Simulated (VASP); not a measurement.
A run of VASP 6.6.1 is set up as follows.

The input POSCAR:

```
ZnS
1.0
   -3.8067217533      0.0000000000      0.0000000000
    0.0000000000      0.0000000000     -6.2457351331
    0.0000000000     -6.5934354870      0.0000000000
Zn S
4 4
Direct
    0.5000000000      0.9964934999      0.1660956160
    0.0000000000      0.9935592170      0.6672370111
    0.0000000000      0.4927303587      0.3327622826
    0.5000000000      0.4956646416      0.8339036777
    0.5000000000      0.6133258613      0.1604977120
    0.0000000000      0.6203880707      0.6728370619
    0.0000000000      0.1274502801      0.3271643786
    0.5000000000      0.1203880707      0.8395037285
```

Contents of INCAR.step1:

```
SYSTEM = ZnS
  ALGO = Normal
  EDIFF = 1E-4
  ENCUT = 520
  GGA = PE
  ISMEAR = 0
  LASPH = .TRUE.
  LCHARG = .FALSE.
  LREAL = .FALSE.
  LWAVE = .TRUE.
  NBANDS = 46
  NELM = 60
  PREC = Accurate
  SIGMA = 0.05
```

The input INCAR.step2:

```
SYSTEM = ZnS
  ALGO = Normal
  EDIFF = 1E-7
  ENCUT = 520
  ISIF = 2
  ISMEAR = 0
  ISTART = 1
  LASPH = .TRUE.
  LCHARG = .TRUE.
  LELF = .TRUE.
  LMIXTAU = .TRUE.
  LREAL = .FALSE.
  LVHAR = .TRUE.
  LWAVE = .FALSE.
  METAGGA = R2SCAN
  NBANDS = 46
  NELM = 60
  PREC = Accurate
  SIGMA = 0.05
```

Contents of KPOINTS:

```
k-points
0
G
  6 4 4
  0 0 0
```

Potentials or basis: VASP PAW PBE potentials, release 64 (Zn, S).

Command:

```bash
$ cat potpaw_PBE.64/Zn/POTCAR potpaw_PBE.64/S/POTCAR > POTCAR
$ cp INCAR.step1 INCAR
$ mpirun -np 1 vasp_std > vasp.out
$ cp INCAR.step2 INCAR
$ mpirun -np 1 vasp_std > vasp.out
```

Task: What does it give for the largest force?

Result: 0.843 eV/Å.

Task: Predict the band gap on the k mesh.

Result: 2.77 eV.

Task: Estimate the pressure.

Result: 0.2 GPa.

Forces in eV/Å, atoms in the order of the input:
```
Zn   0.000 -0.107  0.298
Zn   0.000  0.086 -0.167
Zn   0.000 -0.099 -0.353
Zn   0.000  0.123  0.201
S    0.000 -0.609 -0.583
S    0.000  0.529 -0.010
S    0.000 -0.509  0.626
S    0.000  0.585 -0.012
```

Caveat: the cell differs from its parent crystal (atoms displaced along a vibrational mode); the PAW data sets were made with another functional, which shifts forces and pressure a little.
